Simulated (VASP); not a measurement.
# Al2BAs2 (P4mm) in VASP: further runs, part 2 of 2

VASP 6.6.1. The steps go on from the part before.

## Step 3: Single point, PBE

This run uses another cell than the first one, of 18.11 Å³/atom.

INCAR reads:

```
SYSTEM = Al2BAs2
PREC = Accurate
ENCUT = 520
EDIFF = 1E-7
ISMEAR = 0
SIGMA = 0.1
LREAL = .FALSE.
LASPH = .TRUE.
NELM = 60
ALGO = Normal
ISIF = 2
LWAVE = .FALSE.
LCHARG = .FALSE.
GGA = PE
NBANDS = 18
```

KPOINTS reads:

```
regular mesh
0
G
  6 6 4
  0 0 0
```

POSCAR reads:

```
Al2BAs2
1.0
    3.5333578700      0.0000000000      0.0000000000
    0.0000000000      3.5333578700      0.0000000000
    0.0000000000      0.0000000000      7.2522542000
Al B As
2 1 2
Direct
    0.5000000000      0.0000000000      0.1146059600
    0.0000000000      0.5000000000      0.1146059600
    0.5000000000      0.5000000000      0.2362745300
    0.5000000000      0.0000000000      0.6641332000
    0.0000000000      0.5000000000      0.6641332000
```

Potentials or basis: VASP PAW PBE potentials, release 64 (Al, B, As).

Run with:

```bash
$ cat potpaw_PBE.64/Al/POTCAR potpaw_PBE.64/B/POTCAR potpaw_PBE.64/As/POTCAR > POTCAR
$ mpirun -np 1 vasp_std > vasp.out
```

OUTCAR:

```text
SYSTEM = Al2BAs2
   PREC = Accurate
   ENCUT = 520
   EDIFF = 1E-7
   ISMEAR = 0
   LREAL = .FALSE.
   LASPH = .TRUE.
   NELM = 60
   ISIF = 2
   GGA = PE

 ion  position               nearest neighbor table
   1  0.500  0.000  0.115-   3 1.97   3 1.97   2 2.50   2 2.50   2 2.50   2 2.50
   2  0.000  0.500  0.115-   3 1.97   3 1.97   1 2.50   1 2.50   1 2.50   1 2.50
   3  0.500  0.500  0.236-   1 1.97   2 1.97   1 1.97   2 1.97
   4  0.500  0.000  0.664-   5 2.50   5 2.50   5 2.50   5 2.50
   5  0.000  0.500  0.664-   4 2.50   4 2.50   4 2.50   4 2.50

  LATTYP: Found a simple tetragonal cell.
 ALAT       =     3.5333578700
[... 707 lines left out ...]
  -------------------------------------------------------------------------------------
  Total       13.9193519     13.9193519     -2.7416137      0.0000000      0.0000000      0.0000000
  in kB      246.3095933    246.3095933    -48.5141661      0.0000000      0.0000000      0.0000000
  external PRESSURE =     148.0350068 kB  Pullay stress =       0.0000000 kB

 VOLUME and BASIS-vectors are now :
 -----------------------------------------------------------------------------
  energy-cutoff  :      520.00
  volume of cell :       90.54
      direct lattice vectors                 reciprocal lattice vectors
     3.533357870  0.000000000  0.000000000     0.283016903  0.000000000  0.000000000
     0.000000000  3.533357870  0.000000000     0.000000000  0.283016903  0.000000000
     0.000000000  0.000000000  7.252254200     0.000000000  0.000000000  0.137888162

 POSITION                                       TOTAL-FORCE (eV/Angst)
 -----------------------------------------------------------------------------------
      1.76668      0.00000      0.83115         0.000000      0.000000     -0.885336
      0.00000      1.76668      0.83115         0.000000      0.000000     -0.885336
      1.76668      1.76668      1.71352         0.000000     -0.000000      1.195118
      1.76668      0.00000      4.81646         0.000000      0.000000      0.287777
      0.00000      1.76668      4.81646        -0.000000      0.000000      0.287777
 -----------------------------------------------------------------------------------
    total drift:                                0.000000      0.000000      0.000367

  FREE ENERGIE OF THE ION-ELECTRON SYSTEM (eV)
  ---------------------------------------------------
  free  energy   TOTEN  =       -19.6757896997 eV

  energy  without entropy=      -19.6580936162  energy(sigma->0) =      -19.66694166
```

Run time: 95 s. Hardware: 1 thread of Intel Xeon 8259CL, shared host; peak memory 0.22 GiB.

What came out:

* Free energy: -19.6758 eV
* Pressure: 14.8 GPa
* Largest force: 1.195 eV/Å
* Band gap on the k mesh: zero (an odd number of electrons rules out a gap without spin polarisation)

Forces in eV/Å, atoms in the order of the input:
```
Al   0.000  0.000 -0.885
Al   0.000  0.000 -0.885
B    0.000  0.000  1.195
As   0.000  0.000  0.288
As   0.000  0.000  0.288
```

Stress tensor (GPa, compression positive):
```
24.63  0.00  0.00
 0.00 24.63  0.00
 0.00  0.00 -4.85
```

Caveat: the stress differs along the axes, from -5 to 25 GPa; forces of over 1 eV/Å act on the atoms, so gaps and moduli don't describe the material at rest.

## Step 4: Single point, PBE

This run uses another cell than the first one, of 17.61 Å³/atom.

INCAR reads:

```
SYSTEM = Al2BAs2
PREC     = Accurate       ! precision mode
ENCUT    = 520            ! plane-wave cutoff, eV
EDIFF    = 1E-6           ! SCF threshold, eV
ISMEAR   = 0              ! smearing method
SIGMA    = 0.1            ! smearing width, eV
LREAL    = .FALSE.        ! projectors in reciprocal space
LASPH    = .TRUE.         ! aspherical terms in the spheres
NELM     = 80             ! most SCF steps
ALGO     = Normal         ! electronic algorithm
ISIF     = 2              ! what is computed and relaxed
LWAVE    = .FALSE.        ! write WAVECAR
LCHARG   = .FALSE.        ! write CHGCAR
GGA      = PE             ! functional
NBANDS   = 18             ! bands
```

KPOINTS reads:

```
regular mesh
0
G
  10 10 8
  0 0 0
```

POSCAR reads:

```
Al2BAs2
1.0
    3.9757219555      0.0000000000      0.0000000000
    0.0000000000      3.9757219555      0.0000000000
    0.0000000000      0.0000000000      5.5713334503
Al B As
2 1 2
Direct
    0.5000000000      0.0000000000      0.1164211766
    0.0000000000      0.5000000000      0.1164211766
    0.5000000000      0.5000000000      0.2523380579
    0.5000000000      0.0000000000      0.6542862195
    0.0000000000      0.5000000000      0.6542862195
```

Run with:

```bash
$ cat potpaw_PBE.64/Al/POTCAR potpaw_PBE.64/B/POTCAR potpaw_PBE.64/As/POTCAR > POTCAR
$ mpirun -np 1 vasp_std > vasp.out
```

Wall time 3.5 min (1 thread of Intel Xeon 8259CL, shared host); peak memory 0.3 GiB.

It converged, with:

```yaml
Free_energy: -21.6488 eV
Pressure: 0.0 GPa
Largest_force: 0.016 eV/Å
Band_gap_on_the_k_mesh: zero (an odd number of electrons rules out a gap without spin polarisation)
```

Forces in eV/Å, atoms in the order of the input:
```
Al   0.000  0.000  0.016
Al   0.000  0.000  0.016
B    0.000  0.000 -0.007
As   0.000  0.000 -0.012
As   0.000  0.000 -0.012
```

Stress tensor (GPa, compression positive):
```
-0.01  0.00  0.00
 0.00 -0.01  0.00
 0.00  0.00  0.09
```

Levels at points of the mesh, in eV from the Fermi level:
| k point | band 7 | band 8 | band 9 | band 10 | band 11 | band 12 | band 13 | band 14 |
| --- | --- | --- | --- | --- | --- | --- | --- | --- |
| (0.00, 0.00, 0.00) | -1.41 | -1.41 | -0.24 | -0.21 | 2.10 | 2.21 | 3.76 | 3.76 |
| (0.50, 0.00, 0.00) | -2.45 | -0.78 | -0.50 | -0.29 | 0.24 | 2.13 | 2.93 | 3.17 |
| (0.50, 0.50, 0.00) | -4.58 | -2.84 | -2.84 | -1.74 | -1.20 | 2.55 | 6.23 | 6.36 |
| (0.00, 0.00, 0.50) | -2.56 | -2.56 | -1.73 | -1.35 | 0.84 | 2.95 | 4.39 | 4.39 |
| (0.50, 0.00, 0.50) | -1.30 | -0.63 | -0.55 | -0.35 | 0.03 | 0.75 | 1.16 | 2.28 |
| (0.50, 0.50, 0.50) | -5.20 | -2.85 | 0.24 | 0.24 | 1.06 | 3.25 | 3.25 | 4.75 |

## Step 5: The runs side by side

| cell | k mesh | gap on the mesh (eV) | pressure (GPa) | largest force (eV/Å) |
| --- | --- | --- | --- | --- |
| a = 3.942, b = 3.942, c = 5.634 Å, 5 atoms, atomic positions A | 6 × 6 × 4 | none | 0.3 | 0.02 |
| a = 3.533, b = 3.533, c = 7.252 Å, 5 atoms, atomic positions B | 6 × 6 × 4 | none | 14.8 | 1.20 |
| a = 3.976, b = 3.976, c = 5.571 Å, 5 atoms, atomic positions C | 10 × 10 × 8 | none | 0.0 | 0.02 |

Alike in all rows: task single point; level PBE; potentials or basis VASP PAW PBE potentials, release 64 (Al, B, As); no spin polarisation; cutoff (eV) 520; smearing gaussian 0.1 eV.

Caveats: the stress differs along the axes, from -5 to 25 GPa (at least some runs); forces of over 1 eV/Å act on the atoms, so gaps and moduli don't describe the material at rest (at least some runs).

Total energies depend on the potentials used, so only differences within one code and one set of settings carry meaning.
